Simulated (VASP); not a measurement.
**Si16Ge (a cell with a defect): single point with PBEsol**

The system is Si16Ge (a cell with a defect).

```
Si Ge
1.0
     0.00000    5.43000    5.43000
     5.43000    0.00000    5.43000
     5.43000    5.43000    0.00000
Si Ge
16 1
Direct
  0.02334 0.99232 0.99192
  0.12836 0.12609 0.12565
  0.99495 0.01164 0.49659
  0.12880 0.12663 0.61894
  0.99491 0.49707 0.01112
  0.12877 0.61932 0.12623
  0.99447 0.49880 0.49842
  0.10279 0.63404 0.63348
  0.50021 0.00700 0.00657
  0.65115 0.11686 0.11640
  0.49980 0.00787 0.48535
  0.61484 0.14870 0.61596
  0.49974 0.48573 0.00749
  0.61472 0.61639 0.14818
  0.46656 0.51250 0.51197
  0.61264 0.62110 0.62088
  0.71137 0.76443 0.76388
```

```yaml
Program: VASP 6.6.1
Task: single point
Functional: PBEsol
Potentials_or_basis: VASP PAW PBE potentials, release 64 (Si, Ge_d)
Cutoff: 520 eV
k_mesh: 2 × 2 × 2
Occupations: gaussian, width 0.02 eV
Spin: no spin polarisation
```

```
Pressure               : 4.5 GPa
Largest force          : 0.174 eV/Å
Band gap on the k mesh : zero (band 39 reaches 6.86 eV, above the bottom of band 40 at 6.59 eV)
```

Forces on the atoms (eV/Å):
```
Si   0.048 -0.051 -0.052
Si   0.007 -0.034 -0.035
Si  -0.008  0.009 -0.010
Si   0.028 -0.006 -0.030
Si  -0.008 -0.010  0.010
Si   0.028 -0.029 -0.005
Si   0.010  0.013  0.013
Si  -0.066  0.073  0.073
Si  -0.013 -0.039 -0.038
Si   0.049 -0.048 -0.049
Si   0.037  0.007 -0.035
Si  -0.015  0.014 -0.034
Si   0.037 -0.035  0.007
Si  -0.016 -0.035  0.014
Si  -0.052  0.055  0.055
Si   0.038  0.016  0.017
Ge  -0.104  0.099  0.099
```

Stress tensor (GPa, compression positive):
```
4.26 0.07 0.07
0.07 4.62 0.02
0.07 0.02 4.64
```

Levels at points of the mesh, in eV from the Fermi level:
```csv
k point,band 37,band 38,band 39,band 40,band 41,band 42
"(0.00, 0.00, 0.00)",-0.69,-0.66,-0.33,-0.21,-0.20,-0.02
"(0.50, 0.00, 0.00)",-1.37,-1.36,-0.33,0.40,0.45,0.99
"(0.00, 0.50, 0.00)",-1.41,-1.34,-0.27,0.42,0.63,0.80
"(0.00, 0.00, 0.50)",-1.41,-1.34,-0.27,0.42,0.63,0.80
"(0.50, 0.50, 0.50)",-1.40,-1.32,-0.27,0.39,0.65,0.80
"(0.50, 0.50, 0.00)",-1.79,-1.21,0.05,0.71,1.04,1.12
"(0.00, 0.50, 0.50)",-1.83,-1.24,0.07,0.71,1.04,1.13
"(0.50, 0.00, 0.50)",-1.79,-1.21,0.05,0.71,1.04,1.12
```

Wall time 3.9 min on 1 thread of AMD EPYC 9R45 96-Core Processor (Zen 5) (shared host), peak memory 0.46 GiB.

Caveat: the k points lie up to 0.50 Å⁻¹ apart; the PAW data sets were made with another functional, which shifts forces and pressure a little.
